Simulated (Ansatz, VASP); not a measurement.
# FeS2: VASP beside Ansatz

Contents of INCAR:

```
SYSTEM = FeS2
PREC = Accurate
ENCUT = 600
EDIFF = 1E-6
ISMEAR = -1
SIGMA = 0.05
LREAL = .False.
LASPH = .True.
NELM = 200
ALGO = Normal
ISIF = 2
LWAVE = .False.
LCHARG = .False.
ISPIN = 2
MAGMOM = 4 4 4 4 0 0 0 0 0 0 0 0
LORBIT = 11
LMAXMIX = 4
LDAU = .True.
LDAUTYPE = 2
LDAUL = 2 -1
LDAUU = 5.3 0
LDAUJ = 0 0
LDAUPRINT = 1
GGA = PE
NBANDS = 56
GGA_COMPAT = .False.
```

KPOINTS

```
regular mesh
0
Gamma
  3 3 3
  0 0 0
```

File POSCAR:

```
FeS2
1.0
    5.3825000000      0.0000000000      0.0000000000
    0.0000000000      5.3825000000      0.0000000000
    0.0000000000      0.0000000000      5.3825000000
Fe S
4 8
Direct
    0.0000000000      0.0000000000      0.0000000000
    0.5000000000      0.0000000000      0.5000000000
    0.5000000000      0.5000000000      0.0000000000
    0.0000000000      0.5000000000      0.5000000000
    0.3849000000      0.3849000000      0.3849000000
    0.1151000000      0.6151000000      0.8849000000
    0.8849000000      0.1151000000      0.6151000000
    0.6151000000      0.8849000000      0.1151000000
    0.6151000000      0.6151000000      0.6151000000
    0.8849000000      0.3849000000      0.1151000000
    0.1151000000      0.8849000000      0.3849000000
    0.3849000000      0.1151000000      0.8849000000
```

Input for Ansatz:

```yaml
crystal:
  lattice:
    - [5.3825, 0.0, 0.0]
    - [0.0, 5.3825, 0.0]
    - [0.0, 0.0, 5.3825]
  atoms:
    - { symbol: Fe, position: [0.0, 0.0, 0.0], spin: 4.0 }
    - { symbol: Fe, position: [0.5, 0.0, 0.5], spin: 4.0 }
    - { symbol: Fe, position: [0.5, 0.5, 0.0], spin: 4.0 }
    - { symbol: Fe, position: [0.0, 0.5, 0.5], spin: 4.0 }
    - { symbol: S, position: [0.3849, 0.3849, 0.3849] }
    - { symbol: S, position: [0.1151, 0.6151, 0.8849] }
    - { symbol: S, position: [0.8849, 0.1151, 0.6151] }
    - { symbol: S, position: [0.6151, 0.8849, 0.1151] }
    - { symbol: S, position: [0.6151, 0.6151, 0.6151] }
    - { symbol: S, position: [0.8849, 0.3849, 0.1151] }
    - { symbol: S, position: [0.1151, 0.8849, 0.3849] }
    - { symbol: S, position: [0.3849, 0.1151, 0.8849] }
magnetization:
  spin_polarized: true
hamiltonian:
  xc: pbe
  pseudopotentials: { kind: paw }
  hubbard: { sites: [{ species: Fe, l: d, u_eff: 5.3 }] }
basis:
  ecutwfc: 420
kpoints:
  mp_grid: { grid: [3, 3, 3] }
scf:
  occupations: { method: fermi_dirac, width: 0.05 }
  lower_state_search: "off"
output:
  forces: true
  stress: true
  write_density: true
  write_potential: true
  elf: true
  volumetric_format: npy
```

Alike in both runs: task single point; functional PBE; k mesh 3 × 3 × 3; occupations fermi-dirac, width 0.05 eV; collinear spin; Hubbard terms Fe d U = 5.3 eV.

|  | VASP | Ansatz |
| --- | --- | --- |
| version | VASP 6.6.1 | Ansatz 0.2.0 |
| potentials or method | VASP PAW PBE potentials, release 64 (Fe, S), cutoff 600 eV | PAW, plane waves, scalar-relativistic |
| valence electrons in the cell | 80 | 112 |

```tsv
	VASP	Ansatz	Ansatz less VASP
pressure (GPa)	26.3	29.4	+3.03
rms of the force components (eV/Å)	0.364	0.404	+0.0403
net moment per atom (μB)	0.66	0.66	0.000
size of the moment on the site where the two differ most (μB)	2.29	2.10	-0.190
```

Site moments also hang on the region over which each program counts them. The programs project onto different local orbitals, so the same U acts differently, and such runs can settle in different states. Atom by atom the forces differ by 0.040 eV/Å (rms over components). VASP's potentials hold 80 valence electrons a cell and Ansatz's 112, so a difference there can come from the potentials and not from the codes. Ansatz's warnings: filled band counts differ across k points.

The k mesh is coarse, so the values compare programs but aren't converged.
